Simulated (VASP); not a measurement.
# W (Pm-3m) in VASP: single point with PBEsol

Aim: the single point of W with PBEsol.

Program: VASP 6.6.1. These are calculated values, not measurements. Logs are shortened: lines on timing, memory, paths and dates and some standing lists are left out, and cuts for length are marked.

**1. The cell of the first run**

The structure is cubic, space group Pm-3m (No. 221). The conventional cell has a = 2.558 Å, b = 2.558 Å, c = 2.558 Å, α = 90.00°, β = 90.00°, γ = 90.00°. W (site symmetry m-3m) has 6 W at 2.56 Å within 3.4 Å.

This isn't the form of W at room conditions, which is bcc.

**2. Single point, PBEsol**

File INCAR:

```
ALGO = Normal
EDIFF = 1E-7
ENCUT = 520
GGA = PS
ISIF = 2
ISMEAR = 0
LASPH = T
LCHARG = F
LREAL = F
LWAVE = F
NBANDS = 13
NELM = 100
PREC = Accurate
SIGMA = 0.15
```

File KPOINTS:

```
k-points
0
Gamma
  22 22 22
```

File POSCAR:

```
W
1.0
   -0.8525465771      1.7050931542      1.7050931542
    1.7050931542     -0.8525465771      1.7050931542
    1.7050931542      1.7050931542     -0.8525465771
W
1
Direct
    0.0000000000      0.0000000000      0.0000000000
```

Potentials or basis: VASP PAW PBE potentials, release 64 (W_sv).

Launch:

```console
> cat potpaw_PBE.64/W_sv/POTCAR > POTCAR
> mpirun -np 1 vasp_std > vasp.out
```

OUTCAR:

```text
EDIFF = 1E-7
   ENCUT = 520
   GGA = PS
   ISIF = 2
   ISMEAR = 0
   LASPH = T
   LREAL = F
   NELM = 100
   PREC = Accurate

 ion  position               nearest neighbor table
   1  0.000  0.000  0.000-

  LATTYP: Found a simple cubic cell.
 ALAT       =     2.5576397313

  Lattice vectors:

 A1 = (  -0.8525465771,   1.7050931542,   1.7050931542)
 A2 = (   1.7050931542,  -0.8525465771,   1.7050931542)
 A3 = (   1.7050931542,   1.7050931542,  -0.8525465771)

Analysis of symmetry for initial positions (statically):
=====================================================================
 Subroutine PRICEL returns:
 Original cell was already a primitive cell.

 Routine SETGRP: Setting up the symmetry group for a
 simple cubic supercell.

 Subroutine GETGRP returns: Found 48 space group operations
 (whereof 48 operations were pure point group operations)
 out of a pool of 48 trial point group operations.

The static configuration has the point symmetry O_h .

Analysis of symmetry for dynamics (positions and initial velocities):
=====================================================================
 Subroutine PRICEL returns:
 Original cell was already a primitive cell.

 Routine SETGRP: Setting up the symmetry group for a
 simple cubic supercell.

 Subroutine GETGRP returns: Found 48 space group operations
 (whereof 48 operations were pure point group operations)
 out of a pool of 48 trial point group operations.

The dynamic configuration has the point symmetry O_h .

 Subroutine INISYM returns: Found 48 space group operations
 (whereof 48 operations are pure point group operations),
 and found     1 'primitive' translations

----------------------------------------------------------------------------------------

                                     Primitive cell

  volume of cell :      16.7309

  direct lattice vectors                    reciprocal lattice vectors
    -0.852546577  1.705093154  1.705093154    -0.130328494  0.260656987  0.260656987
     1.705093154 -0.852546577  1.705093154     0.260656987 -0.130328494  0.260656987
     1.705093154  1.705093154 -0.852546577     0.260656987  0.260656987 -0.130328494

  length of vectors
     2.557639731  2.557639731  2.557639731     0.390985481  0.390985481  0.390985481

  position of ions in fractional coordinates (direct lattice)
     0.000000000  0.000000000  0.000000000

  ion indices of the primitive-cell ions
[... 75 lines left out ...]
   LREAL  =      F    real-space projection
   EDIFFG = 0.1E-05   stopping-criterion for IOM
   NSW    =      0    number of steps for IOM
   IBRION =     -1    ionic relax: 0-MD 1-quasi-New 2-CG
   NFREE  =      0    steps in history (QN), initial steepest desc. (CG)
   ISIF   =      2    stress and relaxation
   ISYM   =      2    0-nonsym 1-usesym 2-fastsym
   POTIM  = 0.5000    time-step for ionic-motion
   TEBEG  =    0.0;   TEEND  =   0.0 temperature during run
   PSTRESS=    0.0 pullay stress
   NELECT =      14.0000    total number of electrons
   NUPDOWN=      -1.0000    fix difference up-down
   EMIN   =  10.00;   EMAX   =-10.00  energy-range for DOS
   EFERMI =   0.00;   METHOD = LEGACY
   ISMEAR =     0;   SIGMA  =   0.15  broadening in eV -4-tet -1-fermi 0-gaus
   EFERMI_NEDOS =   21; number of points for ismear=-14 and -15
   IALGO  =     38    algorithm
   IMIX   =      4    mixing-type and parameters
     AMIX     =   0.40;   BMIX     =  1.00
     AMIX_MAG =   1.60;   BMIX_MAG =  1.00
  volume/ion in A,a.u.               =      16.73       112.91
  Fermi-wavevector in a.u.,A,eV,Ry     =   1.542688  2.915258 32.380324  2.379887
  Thomas-Fermi vector in A             =   2.648457
   LORBIT       =      0    0 simple, 1 ext, 2 COOP (PROOUT), +10 PAW based schemes
   GGA     = PS    functional components
   LHFCALC =     F    Hartree Fock is set to
   AEXX    =    0.0000 exact exchange contribution
   IVDW    =     0    specifies the selected vdW correction
   LEPSILON=     F    determine dielectric tensor
   LRPA    =     F    only Hartree local field effects (RPA)
 non-spin polarized calculation
 Gauss-broadening in eV      SIGMA  =   0.15
  energy-cutoff  :      520.00
  volume of cell :       16.73
 maximum number of plane-waves:       468
 NGX is ok and might be reduce to    20
   NGX =  9   NGY =  9   NGZ =  9

 number of electron      14.0000002 magnetization

 Free energy of the ion-electron system (eV)
  ---------------------------------------------------
  ext. energy  EPLUGINS =         0.00000000
  ---------------------------------------------------
  free energy    TOTEN  =       -12.25355610 eV

  energy without entropy =      -12.24207416  energy(sigma->0) =      -12.24781513

 E-fermi :  10.3858     XC(G=0): -13.3146

 val. band max:       10.3848479233   @ k =   0.4091   0.3182   0.1818
 cond. band min:      10.4035122778   @ k =   0.3636   0.3182   0.1364
 fundamental gap:      0.0186643545
 Fermi energy:        10.3857585579

 k-point     1 :       0.0000    0.0000    0.0000
  band No.  band energies     occupation
      1     -63.6143      2.00000
      2     -27.0745      2.00000
      3     -27.0745      2.00000
      4     -27.0745      2.00000
      5       1.3475      2.00000
      6       5.5716      2.00000
      7       5.5716      2.00000
      8      15.7059      0.00000
      9      15.7059      0.00000
     10      15.7059      0.00000
     11      25.8412      0.00000
     12      25.8412      0.00000
     13      25.8412      0.00000
[... 354 lines left out ...]
  band No.  band energies     occupation
      1     -63.5924      2.00000
      2     -27.2149      2.00000
      3     -27.1993      2.00000
      4     -27.0503      2.00000
      5       1.9345      2.00000
      6       5.8539      2.00000
      7       6.1012      2.00000
      8      14.6395      0.00000
      9      15.1167      0.00000
     10      15.3557      0.00000
     11      24.8635      0.00000
     12      25.3193      0.00000
     13      27.1474      0.00000

 [... further k-points ...]
[... 5 lines left out ...]
  --------------------------------------------------------------------------------------
  -------------------------------------------------------------------------------------
  Total        1.7893516      1.7893516      1.7893516     -0.0000000     -0.0000000     -0.0000000
  in kB      171.3516025    171.3516025    171.3516025     -0.0000000     -0.0000000     -0.0000000
  external PRESSURE =     171.3516025 kB  Pullay stress =       0.0000000 kB

 VOLUME and BASIS-vectors are now :
 -----------------------------------------------------------------------------
  energy-cutoff  :      520.00
  volume of cell :       16.73
      direct lattice vectors                 reciprocal lattice vectors
    -0.852546577  1.705093154  1.705093154    -0.130328494  0.260656987  0.260656987
     1.705093154 -0.852546577  1.705093154     0.260656987 -0.130328494  0.260656987
     1.705093154  1.705093154 -0.852546577     0.260656987  0.260656987 -0.130328494

 POSITION                                       TOTAL-FORCE (eV/Angst)
 -----------------------------------------------------------------------------------
      0.00000      0.00000      0.00000        -0.000000      0.000000      0.000000
 -----------------------------------------------------------------------------------
    total drift:                                0.000000     -0.000000      0.000000

  FREE ENERGIE OF THE ION-ELECTRON SYSTEM (eV)
  ---------------------------------------------------
  free  energy   TOTEN  =       -12.2535560976 eV

  energy  without entropy=      -12.2420741649  energy(sigma->0) =      -12.24781513
```

OSZICAR:

```text
N       E                     dE             d eps       ncg     rms          rms(c)
DAV:   1     0.872117412343E+02    0.87212E+02   -0.74628E+03  9498   0.121E+03
DAV:   2    -0.109547075284E+02   -0.98166E+02   -0.93644E+02 10594   0.315E+02
DAV:   3    -0.126756329571E+02   -0.17209E+01   -0.17133E+01 10654   0.410E+01
DAV:   4    -0.126834877689E+02   -0.78548E-02   -0.78546E-02 10599   0.307E+00
DAV:   5    -0.126835622245E+02   -0.74456E-04   -0.74455E-04 10734   0.283E-01    0.211E+01
DAV:   6    -0.123436629759E+02    0.33990E+00   -0.28757E-01  9714   0.672E+00    0.932E+00
DAV:   7    -0.122572938853E+02    0.86369E-01   -0.14384E-01 10274   0.454E+00    0.523E-01
DAV:   8    -0.122535597781E+02    0.37341E-02   -0.50574E-03  9944   0.950E-01    0.267E-02
DAV:   9    -0.122535556826E+02    0.40955E-05   -0.72497E-05 10994   0.107E-01    0.341E-02
DAV:  10    -0.122535561940E+02   -0.51140E-06   -0.10345E-05 10484   0.392E-02    0.832E-03
DAV:  11    -0.122535560976E+02    0.96440E-07   -0.20884E-07  9653   0.493E-03
   1 F= -.12253556E+02 E0= -.12247815E+02  d E =-.114819E-01
```

stdout:

```text
POSCAR found type information on POSCAR W
 POSCAR found :  1 types and       1 ions
 scaLAPACK will be used
 -----------------------------------------------------------------------------
|                                                                             |
|                                                                             |
|     You enforced a specific xc type in the INCAR file but a different       |
|     I HOPE YOU KNOW WHAT YOU ARE DOING!                                     |
|                                                                             |
 -----------------------------------------------------------------------------

 LDA part: xc-table for (Slater+PW92), standard interpolation
 POSCAR, INCAR and KPOINTS ok, starting setup
 FFT: planning ... GRIDC
 FFT: planning ... GRID_SOFT
 FFT: planning ... GRID
 WAVECAR not read
 entering main loop
```

Wall time 34 s (1 thread of Intel Xeon Platinum 8488C (Sapphire Rapids), shared host); peak memory 0.18 GiB.

What came out:

```
Free energy            : -12.2536 eV
Pressure               : 17.1 GPa
Band gap on the k mesh : zero (bands 7 and 8 overlap by 3.28 eV)
```

Levels at points of the mesh, in eV from the Fermi level:
| k point | band 3 | band 4 | band 5 | band 6 | band 7 | band 8 | band 9 | band 10 | band 11 | band 12 |
| --- | --- | --- | --- | --- | --- | --- | --- | --- | --- | --- |
| (0.00, 0.00, 0.00) | -37.46 | -37.46 | -9.04 | -4.81 | -4.81 | 5.32 | 5.32 | 5.32 | 15.46 | 15.46 |
| (0.50, 0.00, 0.00) | -37.31 | -37.31 | -5.34 | -3.72 | -0.70 | 0.98 | 0.98 | 5.79 | 10.41 | 14.08 |
| (0.50, 0.50, 0.00) | -38.90 | -37.16 | -6.27 | -3.08 | 1.87 | 1.87 | 5.26 | 5.26 | 8.39 | 15.78 |
| (0.50, 0.50, 0.50) | -38.68 | -38.68 | -4.42 | -4.42 | -4.42 | 7.15 | 8.72 | 8.72 | 12.85 | 12.85 |

Caveat: the cell stands under pressure; the PAW data sets were made with another functional, which shifts forces and pressure a little; spin-orbit coupling is left out, which moves the levels of the heavy elements.
